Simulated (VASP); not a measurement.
Set up this calculation in VASP 6.6.1, as the native input.

- Task: single point
- Functional: r2SCAN
- Potentials or basis: VASP PAW PBE potentials, release 64 (Sr_sv)
- Cutoff: 520 eV
- k mesh: 8 × 8 × 8
- Occupations: fermi-dirac, width 0.05 eV
- Spin: no spin polarisation
- Dipole correction: no
- Further INCAR settings: ALGO = Normal; EDIFF = 1e-06; NBANDS = 11

Sr:

```
Sr
1.0
     0.00000    3.00123    3.00123
     3.00123    0.00000    3.00123
     3.00123    3.00123    0.00000
Sr
1
Direct
  0.00000 0.00000 0.00000
```

The input as run:

POSCAR

```
Sr
1.0
    0.0000000000      3.0012321217      3.0012321217
    3.0012321217      0.0000000000      3.0012321217
    3.0012321217      3.0012321217      0.0000000000
Sr
1
Direct
    0.0000000000      0.0000000000      0.0000000000
```

INCAR.step1

```
PREC = Accurate ; ENCUT = 520
ISMEAR = -1 ; SIGMA = 0.05
LREAL = F ; LASPH = T
NELM = 60 ; NBANDS = 11
GGA = PE ; ALGO = Normal
EDIFF = 1E-4 ; LWAVE = T
LCHARG = F
```

INCAR.step2

```
PREC = Accurate ; ENCUT = 520
EDIFF = 1E-6 ; ISMEAR = -1
SIGMA = 0.05 ; LREAL = F
LASPH = T ; NELM = 60
ALGO = Normal ; ISIF = 2
LWAVE = F ; LCHARG = F
METAGGA = R2SCAN ; LMIXTAU = T
NBANDS = 11 ; ISTART = 1
```

KPOINTS

```
regular mesh
0
Gamma
  8 8 8
```

Potentials or basis: VASP PAW PBE potentials, release 64 (Sr_sv).

Run with:

```bash
$ cat potpaw_PBE.64/Sr_sv/POTCAR > POTCAR
$ cp INCAR.step1 INCAR
$ mpirun -np 1 vasp_std > vasp.out
$ cp INCAR.step2 INCAR
$ mpirun -np 1 vasp_std > vasp.out
```

Results of the run:

* Pressure: 0.6 GPa
* Band gap on the k mesh: zero (band 5 reaches 1.75 eV, above the bottom of band 6 at 1.64 eV)

Caveat: the PAW data sets were made with another functional, which shifts forces and pressure a little.

Run time: 34 s on 1 thread of Intel(R) Xeon(R) Platinum 8488C (Sapphire Rapids), on a shared host, peak memory 0.18 GiB.
